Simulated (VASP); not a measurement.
TaRe:

```
CELL_PARAMETERS angstrom
1.59633 -2.28932 0.00000
1.59633 2.28932 0.00000
0.00000 0.00000 4.44409
ATOMIC_POSITIONS crystal
Ta 0.50000 0.50000 0.50000
Re 0.00000 0.00000 0.00000
```

- Program: VASP 6.6.1
- Task: relaxation of volume and atoms at fixed shape
- Functional: LDA
- Potentials or basis: VASP PAW LDA potentials, release 64 (Ta_pv, Re)
- Cutoff: 600 eV
- k mesh: 8 × 8 × 5
- Occupations: gaussian, width 0.05 eV
- Spin: no spin polarisation

At the start: pressure -10.1 GPa; volume 16.24 Å³/atom.

Question: How do energy, volume and symmetry change on relaxing?

Answer: Over 4 steps the energy falls by 17.8 meV/atom and the volume is 15.69 Å³/atom (-3.4 %); space group Cmmm (No. 65, to 0.1 Å) before and after.

Step by step:
```tsv
step	energy change (eV)	largest force (eV/Å)	pressure (GPa)	volume (Å³)
1	0.0000	0.0000	-10.06	32.48
2	0.4148	0.0000	46.45	27.92
3	-0.0356	0.0000	-0.44	31.42
4	-0.0357	0.0000	-0.07	31.38
```

Final structure:
```
CELL_PARAMETERS angstrom
1.57811 -2.26320 0.00000
1.57811 2.26320 0.00000
0.00000 0.00000 4.39338
ATOMIC_POSITIONS crystal
Ta 0.50000 0.50000 0.50000
Re 0.00000 0.00000 0.00000
```
